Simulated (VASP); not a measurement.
## Ir: single point with PBEsol

Crystal: Ir.

```
CELL_PARAMETERS angstrom
2.75138 0.15477 0.00000
-1.24166 2.30538 0.00000
0.00000 0.00000 4.46229
ATOMIC_POSITIONS crystal
Ir 0.66667 0.33333 0.75000
Ir 0.33333 0.66667 0.25000
```

This cell differs from its parent crystal: strain +0.1125 x Voigt [0, 0, 0, 0, 0, 1].

```yaml
Program: VASP 6.6.1
Task: single point
Functional: PBEsol
Potentials_or_basis: VASP PAW PBE potentials, release 64 (Ir)
Cutoff: 520 eV
k_mesh: 18 × 18 × 12
Occupations: gaussian, width 0.15 eV
Spin: no spin polarisation
```

```json
{
 "Pressure": "-7.1 GPa",
 "Largest force": "0.177 eV/Å",
 "Band gap on the k mesh": "zero (bands 9 and 10 overlap by 3.43 eV)"
}
```

Forces in eV/Å, atoms in the order of the input:
```
Ir   0.176  0.013  0.000
Ir  -0.176 -0.013  0.000
```

Stress tensor (GPa, compression positive):
```
 -8.22 -21.14   0.00
-21.14  -0.87   0.00
  0.00   0.00 -12.18
```

Levels at points of the mesh, in eV from the Fermi level:
```csv
k point,band 6,band 7,band 8,band 9,band 10,band 11,band 12,band 13
"(0.00, 0.00, 0.00)",-2.51,-2.51,-1.98,-1.97,-0.80,0.02,0.56,6.75
"(0.50, 0.00, 0.00)",-3.51,-3.09,0.45,0.85,1.16,2.48,3.74,7.27
"(0.00, 0.50, 0.00)",-3.11,-2.85,0.29,0.67,0.90,3.19,4.63,8.22
"(0.50, 0.50, 0.00)",-2.99,-2.26,0.73,0.93,1.30,3.37,5.06,8.99
"(0.00, 0.00, 0.50)",-4.32,-2.78,-2.78,-0.71,-0.71,-0.07,-0.07,13.55
"(0.50, 0.00, 0.50)",-1.47,-1.25,-1.25,0.70,0.70,1.72,1.72,6.55
"(0.00, 0.50, 0.50)",-1.98,-0.93,-0.93,0.54,0.54,2.20,2.20,7.66
"(0.50, 0.50, 0.50)",-2.53,-0.64,-0.64,1.15,1.15,2.47,2.47,8.44
```

It took 6.9 min on 1 thread of Intel(R) Xeon(R) Platinum 8488C (Sapphire Rapids) (shared host), peak memory 0.53 GiB.

Caveat: the cell differs from its parent crystal (strain +0.1125 x Voigt [0, 0, 0, 0, 0, 1]); the stress differs along the axes, from -12 to -1 GPa; the PAW data sets were made with another functional, which shifts forces and pressure a little; spin-orbit coupling is left out, which moves the levels of the heavy elements.
